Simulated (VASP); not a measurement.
**Ta: single point with PBE**

Crystal: Ta.

```xyz
2
Lattice="0.0000 2.2194 2.2194 2.2194 0.0000 2.2194 2.2194 2.2194 0.0000" Properties=species:S:1:pos:R:3 pbc="T T T"
Ta   -0.5548   -0.5548   -0.5548
Ta    0.5548    0.5548    0.5548
```

- Program: VASP 6.6.1
- Task: single point
- Functional: PBE
- Potentials or basis: VASP PAW PBE potentials, release 64 (Ta_pv)
- Cutoff: 520 eV
- k mesh: 15 × 15 × 15
- Occupations: fermi-dirac, width 0.08 eV
- Spin: no spin polarisation

```
Pressure               : 485.3 GPa
Band gap on the k mesh : zero (band 11 reaches 12.69 eV, above the bottom of band 12 at 7.72 eV)
```

Levels at points of the mesh, in eV from the Fermi level:
| k point | band 7 | band 8 | band 9 | band 10 | band 11 | band 12 | band 13 | band 14 | band 15 | band 16 |
| --- | --- | --- | --- | --- | --- | --- | --- | --- | --- | --- |
| (0.00, 0.00, 0.00) | -9.29 | -6.73 | -6.73 | -1.36 | -1.36 | -1.36 | 5.66 | 5.66 | 5.66 | 11.85 |

It took 41 s on 1 thread of Intel Xeon 8259CL (shared host), peak memory 0.17 GiB.

Caveat: spin-orbit coupling is left out, which moves the levels of the heavy elements.
